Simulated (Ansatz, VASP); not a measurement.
# Si in VASP and in Ansatz

INCAR

```
PREC     = Accurate       # precision mode
ENCUT    = 520            # plane-wave cutoff, eV
EDIFF    = 1E-6           # SCF threshold, eV
ISMEAR   = -1             # smearing method
SIGMA    = 0.05           # smearing width, eV
LREAL    = F              # projectors in reciprocal space
LASPH    = T              # aspherical terms in the spheres
NELM     = 150            # most SCF steps
ALGO     = Normal         # electronic algorithm
ISIF     = 2              # what is computed and relaxed
LWAVE    = F              # write WAVECAR
LCHARG   = F              # write CHGCAR
ISPIN    = 2              # spin polarisation
MAGMOM   = 0.5 0.5        # initial moments
LORBIT   = 11             # projections on sites
GGA      = B5             # functional
ALDAX    = 1.0          
AGGAX    = 1.0          
AGGAC    = 1.0          
ALDAC    = 0.0          
NBANDS   = 15             # bands
```

KPOINTS

```
Automatic mesh
0
Gamma
  8 8 8
```

POSCAR

```
Si
1.0
    0.0000000000      2.6662876123      2.6662876123
    2.6662876123      0.0000000000      2.6662876123
    2.6662876123      2.6662876123      0.0000000000
Si
2
Direct
    0.5000000000      0.5000000000      0.5000000000
    0.7500000000      0.7500000000      0.7500000000
```

Contents of input.yaml:

```yaml
crystal:
  lattice:
    - [0.0, 2.6662876123, 2.6662876123]
    - [2.6662876123, 0.0, 2.6662876123]
    - [2.6662876123, 2.6662876123, 0.0]
  atoms:
    - { symbol: Si, position: [0.5, 0.5, 0.5], spin: 0.5 }
    - { symbol: Si, position: [0.75, 0.75, 0.75], spin: 0.5 }
kpoints:
  mp_grid: { grid: [8, 8, 8] }
scf:
  occupations: { method: fermi_dirac, width: 0.05 }
hamiltonian:
  xc: blyp
  pseudopotentials: { kind: all_electron, lapw: { basis_error: 0.002 } }
magnetization:
  spin_polarized: true
output:
  forces: true
  stress: true
  eigenvalues: true
```

Change from the starting cell: volume scaled by 0.94.

Alike in both runs: task single point; functional BLYP; k mesh 8 × 8 × 8; occupations fermi-dirac, width 0.05 eV; collinear spin.

```csv
,VASP,Ansatz
version,VASP 6.6.1,Ansatz 0.2.0
potentials or method,"VASP PAW PBE potentials, release 64 (Si), cutoff 520 eV","all-electron LAPW, scalar-relativistic"
```

VASP gave:

```
gap on the k mesh at the Fermi level (eV) : 0.76
least direct gap on the mesh (eV)         : 2.73
pressure (GPa)                            : 11.2
net moment per atom (μB)                  : 0.00
```

Which values does Ansatz return?

gap on the k mesh at the Fermi level (eV): 0.75; least direct gap on the mesh (eV): 2.72; pressure (GPa): 11.0; net moment per atom (μB): 0.00.

VASP's potentials were made for PBE, not for BLYP. Ansatz ran all-electron here, and VASP with PAW potentials.
